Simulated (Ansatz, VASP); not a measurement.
**PtF2 in VASP and in Ansatz**

Contents of INCAR:

```
PREC = Accurate ; ENCUT = 520
EDIFF = 1E-6 ; ISMEAR = 0
SIGMA = 0.1 ; LREAL = False
LASPH = True ; NELM = 100
ALGO = Normal ; ISIF = 2
LWAVE = False ; LCHARG = True
GGA = PE ; LELF = True
LVHAR = True ; NBANDS = 33
```

File KPOINTS:

```
Automatic mesh
0
Gamma
  6 6 4
```

Contents of POSCAR:

```
PtF2
1.0
    4.3250195400      0.0000000000      0.0000000000
   -2.1625097700      3.7455767900      0.0000000000
    0.0000000000      0.0000000000      5.6853565300
Pt F
2 4
Direct
    0.6666666700      0.3333333300      0.2500000000
    0.3333333300      0.6666666700      0.7500000000
    0.0000000000      0.0000000000      0.0000000000
    0.3333333300      0.6666666700      0.2500000000
    0.6666666700      0.3333333300      0.7500000000
    0.0000000000      0.0000000000      0.5000000000
```

Input for Ansatz:

```yaml
crystal:
  lattice:
    - [4.32501954, 0.0, 0.0]
    - [-2.16250977, 3.74557679, 0.0]
    - [0.0, 0.0, 5.68535653]
  atoms:
    - { symbol: Pt, position: [0.66666667, 0.33333333, 0.25] }
    - { symbol: Pt, position: [0.33333333, 0.66666667, 0.75] }
    - { symbol: F, position: [0.0, 0.0, 0.0] }
    - { symbol: F, position: [0.33333333, 0.66666667, 0.25] }
    - { symbol: F, position: [0.66666667, 0.33333333, 0.75] }
    - { symbol: F, position: [0.0, 0.0, 0.5] }
basis:
  ecutwfc: 420
kpoints:
  mp_grid: { grid: [6, 6, 4] }
hamiltonian:
  xc: pbe
scf:
  occupations: { method: gaussian, width: 0.1 }
  lower_state_search: "off"
output:
  forces: true
  stress: true
  eigenvalues: true
```

Change from the starting cell: species swapped into the Yb2Sn type (P6_3/mmc, No. 194).

Alike in both runs: task single point; functional PBE; k mesh 6 × 6 × 4; occupations gaussian, width 0.1 eV; no spin polarisation.

```csv
,VASP,Ansatz
version,VASP 6.6.1,Ansatz 0.2.0
potentials or method,"VASP PAW PBE potentials, release 64 (Pt, F), cutoff 520 eV","scalar-relativistic, plane waves, PAW"
valence electrons in the cell,48,64
```

```csv
,VASP,Ansatz,Ansatz less VASP
gap on the k mesh at the Fermi level (eV),none,none,-
pressure (GPa),-16.0,-15.7,+0.29
"traceless stress, the component that is largest in VASP (GPa)",7.26,7.37,+0.114
```

A gap of «none» marks a metal or a gap that the smearing closes. VASP's potentials hold 48 valence electrons a cell and Ansatz's 64, so a difference there can come from the potentials and not from the codes.

Spin-orbit coupling is off throughout.
